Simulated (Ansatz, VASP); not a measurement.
## One calculation of ZnCu, two programs

File POSCAR:

```
ZnCu
1.0
    3.0670547041      0.0000000000      0.0000000000
    0.0000000000      3.0670547041      0.0000000000
    0.0000000000      0.0000000000      3.0670547041
Zn Cu
1 1
Direct
    0.5000000000      0.5000000000      0.5000000000
    0.0000000000      0.0000000000      0.0000000000
```

The input INCAR.step1:

```
PREC     = Accurate       # precision mode
ENCUT    = 600            # plane-wave cutoff, eV
ISMEAR   = 0              # smearing method
SIGMA    = 0.1            # smearing width, eV
LREAL    = False          # projectors in reciprocal space
LASPH    = True           # aspherical terms in the spheres
NELM     = 100            # most SCF steps
GGA      = PE             # functional
ALGO     = Normal         # electronic algorithm
EDIFF    = 1E-4           # SCF threshold, eV
LWAVE    = True           # write WAVECAR
LCHARG   = False          # write CHGCAR
```

The input INCAR.step2:

```
PREC     = Accurate       # precision mode
ENCUT    = 600            # plane-wave cutoff, eV
EDIFF    = 1E-7           # SCF threshold, eV
ISMEAR   = 0              # smearing method
SIGMA    = 0.1            # smearing width, eV
LREAL    = False          # projectors in reciprocal space
LASPH    = True           # aspherical terms in the spheres
NELM     = 100            # most SCF steps
ALGO     = Normal         # electronic algorithm
ISIF     = 3              # what is computed and relaxed
LWAVE    = False          # write WAVECAR
LCHARG   = False          # write CHGCAR
METAGGA  = R2SCAN         # meta-GGA
LMIXTAU  = True         
IBRION   = 2              # ionic algorithm
NSW      = 80             # ionic steps
EDIFFG   = -0.05          # ionic threshold
ISTART   = 1
```

File KPOINTS:

```
regular mesh
0
Gamma
  6 6 6
```

Input for Ansatz:

```yaml
crystal:
  lattice:
    - [3.0670547041, 0.0, 0.0]
    - [0.0, 3.0670547041, 0.0]
    - [0.0, 0.0, 3.0670547041]
  atoms:
    - { symbol: Zn, position: [0.5, 0.5, 0.5] }
    - { symbol: Cu, position: [0.0, 0.0, 0.0] }
basis:
  ecutwfc: 500
kpoints:
  mp_grid: { grid: [6, 6, 6] }
hamiltonian:
  xc: r2scan
scf:
  occupations: { method: gaussian, width: 0.1 }
output:
  forces: true
  stress: true
  eigenvalues: true
relax:
  adjacent_minimum: "off"
  f_tol: 0.05
  max_steps: 60
  cell: { stress_tol: 0.5 }
```

Alike in both runs: task relaxation of cell and atoms; functional r2SCAN; k mesh 6 × 6 × 6; occupations gaussian, width 0.1 eV; no spin polarisation.

|  | VASP | Ansatz |
| --- | --- | --- |
| version | VASP 6.6.1 | Ansatz 0.2.0 |
| potentials or method | VASP PAW PBE potentials, release 64 (Zn, Cu), cutoff 600 eV | scalar-relativistic, plane waves, PAW |
| valence electrons in the cell | 23 | 31 |

```tsv
	VASP	Ansatz	Ansatz less VASP
gap on the k mesh at the Fermi level, each at its own relaxed structure (eV)	none	none	-
relaxed volume (Å³/atom)	12.53	12.49	-0.040
relaxed cell length with the largest relative difference (Å)	2.926	2.923	-0.0031
```

VASP's potentials were made for PBE, not for r2SCAN. A gap of «none» marks a metal or a gap that the smearing closes. VASP's potentials hold 23 valence electrons a cell and Ansatz's 31, so a difference there can come from the potentials and not from the codes.
